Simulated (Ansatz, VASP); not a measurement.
**ZrS: VASP beside Ansatz**

Contents of INCAR:

```
ALGO = Normal
EDIFF = 1E-7
ENCUT = 520
GGA = PS
ISIF = 2
ISMEAR = 0
LASPH = T
LCHARG = F
LREAL = F
LWAVE = F
NBANDS = 16
NELM = 80
PREC = Accurate
SIGMA = 0.15
```

File KPOINTS:

```
k-points
0
Gamma
  16 16 16
```

The input POSCAR:

```
ZrS
1.0
    0.0000000000      2.4871875000      2.6250000000
    2.7628125000      0.0000000000      2.6250000000
    2.7628125000      2.4871875000      0.0000000000
Zr S
1 1
Direct
    0.0000000000      0.0000000000      0.0000000000
    0.5000000000      0.5000000000      0.5000000000
```

Input for Ansatz:

```yaml
crystal:
  lattice:
    - [0.0, 2.4871875, 2.625]
    - [2.7628125, 0.0, 2.625]
    - [2.7628125, 2.4871875, 0.0]
  atoms:
    - { symbol: Zr, position: [0.0, 0.0, 0.0] }
    - { symbol: S, position: [0.5, 0.5, 0.5] }
basis:
  ecutwfc: 420
kpoints:
  mp_grid: { grid: [16, 16, 16] }
hamiltonian:
  xc: pbesol
scf:
  occupations: { method: gaussian, width: 0.15 }
output:
  forces: true
  stress: true
  eigenvalues: true
```

Change from the starting cell: strain +0.0525 x Voigt [1, -1, 0, 0, 0, 0], atoms carried along.

Alike in both runs: task single point; functional PBEsol; k mesh 16 × 16 × 16; occupations gaussian, width 0.15 eV; no spin polarisation.

|  | VASP | Ansatz |
| --- | --- | --- |
| version | VASP 6.6.1 | Ansatz 0.2.0 |
| potentials or method | VASP PAW PBE potentials, release 64 (Zr_sv, S), cutoff 520 eV | scalar-relativistic, plane waves, PAW |
| valence electrons in the cell | 18 | 18 |

```csv
,VASP,Ansatz,Ansatz less VASP
gap on the k mesh at the Fermi level (eV),none,none,-
pressure (GPa),-2.9,-3.1,-0.20
"traceless stress, the component that is largest in VASP (GPa)",14.76,14.65,-0.109
```

VASP's potentials were made for PBE, not for PBEsol. A gap of «none» marks a metal or a gap that the smearing closes. The functional is the same, so the differences come from potentials, cutoffs and numerics.
